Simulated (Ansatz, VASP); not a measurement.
# Na in VASP and in Ansatz

```xyz
8
Lattice="8.0972 0.0000 0.0000 0.0000 4.5287 0.0000 0.0000 0.0000 8.6823" Properties=species:S:1:pos:R:3 pbc="T T T"
Na    1.2637    1.1322    5.0336
Na    5.3124    1.1322    7.9898
Na    6.8335    3.3966    3.6487
Na    2.7849    3.3966    0.6925
Na    0.1701    1.1322    1.4425
Na    4.2187    1.1322    2.8986
Na    7.9272    3.3966    7.2398
Na    3.8785    3.3966    5.7837
```

Alike in both runs: task single point; functional r2SCAN; k mesh 2 × 4 × 2; occupations gaussian, width 0.1 eV; no spin polarisation.

|  | VASP | Ansatz |
| --- | --- | --- |
| version | VASP 6.6.1 | Ansatz 0.2.0 |
| potentials or method | VASP PAW PBE potentials, release 64 (Na_pv), cutoff 520 eV | scalar-relativistic, plane waves, PAW |
| valence electrons in the cell | 56 | 72 |

|  | VASP | Ansatz | Ansatz less VASP |
| --- | --- | --- | --- |
| gap on the k mesh at the Fermi level (eV) | none | none | - |
| pressure (GPa) | 0.1 | 0.1 | -0.01 |
| traceless stress, the component that is largest in VASP (GPa) | -0.40 | -0.38 | +0.023 |
| rms of the force components (eV/Å) | 0.028 | 0.028 | +0.0003 |

VASP's potentials were made for PBE, not for r2SCAN. Atom by atom the forces differ by 0.005 eV/Å (rms over components). A gap of «none» marks a metal or a gap that the smearing closes. The functional is the same, so the differences come from potentials, cutoffs and numerics. VASP's potentials hold 56 valence electrons a cell and Ansatz's 72, so a difference there can come from the potentials and not from the codes.

The k mesh is coarse, so the values compare programs but aren't converged.
